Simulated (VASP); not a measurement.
Wanted: the native input for a VASP 6.6.1 run.

- Task: single point
- Functional: r2SCAN
- Potentials or basis: VASP PAW PBE potentials, release 64 (Na_pv, Cl)
- Cutoff: 520 eV
- k mesh: 8 × 8 × 8
- Occupations: gaussian, width 0.01 eV
- Spin: no spin polarisation
- Dipole correction: no
- Further INCAR settings: ALGO = Normal; EDIFF = 1e-07; NBANDS = 14

NaCl:

```
Na Cl
1.0
     2.81800    2.81800    0.00000
    -2.81800    2.81800    0.00000
     0.00000    2.81800    2.79703
Na Cl
1 1
Direct
  0.00000 0.00000 0.00000
  0.50000 0.50000 0.00000
```

This cell differs from its parent crystal: in-plane strain +0.005, then relaxed in part.

These files were run (other wordings do the same):

POSCAR

```
NaCl
1.0
    2.8180006894      2.8180006894      0.0000000000
   -2.8180006894      2.8180006894      0.0000000000
    0.0000000000      2.8180006894      2.7970347281
Na Cl
1 1
Direct
    0.0000000000      0.0000000000      0.0000000000
    0.5000000000      0.5000000000      0.0000000000
```

INCAR.step1

```
PREC = Accurate
ENCUT = 520
ISMEAR = 0
SIGMA = 0.01
LREAL = F
LASPH = T
NELM = 80
NBANDS = 14
GGA = PE
ALGO = Normal
EDIFF = 1E-4
LWAVE = T
LCHARG = F
```

INCAR.step2

```
PREC = Accurate
ENCUT = 520
EDIFF = 1E-7
ISMEAR = 0
SIGMA = 0.01
LREAL = F
LASPH = T
NELM = 80
ALGO = Normal
ISIF = 2
LWAVE = F
LCHARG = T
METAGGA = R2SCAN
LMIXTAU = T
LELF = T
LVHAR = T
NBANDS = 14
ISTART = 1
```

KPOINTS

```
regular mesh
0
Gamma
  8 8 8
```

Potentials or basis: VASP PAW PBE potentials, release 64 (Na_pv, Cl).

Run with:

```bash
$ cat potpaw_PBE.64/Na_pv/POTCAR potpaw_PBE.64/Cl/POTCAR > POTCAR
$ cp INCAR.step1 INCAR
$ mpirun -np 1 vasp_std > vasp.out
$ cp INCAR.step2 INCAR
$ mpirun -np 1 vasp_std > vasp.out
```

It gave:

```
Pressure               : -0.4 GPa
Band gap on the k mesh : 5.96 eV
```

Caveat: the cell differs from its parent crystal (in-plane strain +0.005, then relaxed in part); the PAW data sets were made with another functional, which shifts forces and pressure a little.

Wall time 110 s on 1 thread of Intel(R) Xeon(R) Platinum 8488C (Sapphire Rapids), with other jobs on the host, peak memory 0.18 GiB.
